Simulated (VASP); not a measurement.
Write the native input for VASP 6.6.1 that does the following.

- Task: single point
- Functional: PBE
- Potentials or basis: VASP PAW PBE potentials, release 64 (Al)
- Cutoff: 520 eV
- k mesh: 8 × 8 × 11
- Occupations: fermi-dirac, width 0.08 eV
- Spin: no spin polarisation
- Dipole correction: no
- Further INCAR settings: ALGO = Normal; EDIFF = 1e-06; NBANDS = 12

The structure of Al lies in POSCAR:

```
Al
1.0
    3.4126964289      0.0000000000      0.0000000000
   -1.7063482144      2.9554818028      0.0000000000
    0.0000000000      0.0000000000      2.0471153166
Al
3
Direct
    0.0000000000      0.0000000000      0.0000000000
    0.3333333333      0.6666666667      0.5000000000
    0.6666666667      0.3333333333      0.5000000000
```

This cell differs from its parent crystal: volume scaled by 0.4.

The input as run:

INCAR

```
SYSTEM = Al
PREC = Accurate
ENCUT = 520
EDIFF = 1E-6
ISMEAR = -1
SIGMA = 0.08
LREAL = .False.
LASPH = .True.
NELM = 100
ALGO = Normal
ISIF = 2
LWAVE = .False.
LCHARG = .True.
GGA = PE
LELF = .True.
LVHAR = .True.
NBANDS = 12
```

KPOINTS

```
Automatic mesh
0
Gamma
  8 8 11
  0 0 0
```

Potentials or basis: VASP PAW PBE potentials, release 64 (Al).

Run with:

```sh
$ cat potpaw_PBE.64/Al/POTCAR > POTCAR
$ mpirun -np 1 vasp_std > vasp.out
```

It gave:

| Item | Value |
| --- | --- |
| Pressure | 405.2 GPa |

Run time: 24 s on 1 thread of Intel Xeon 6975P-C, with other jobs on the host, peak memory 0.13 GiB.
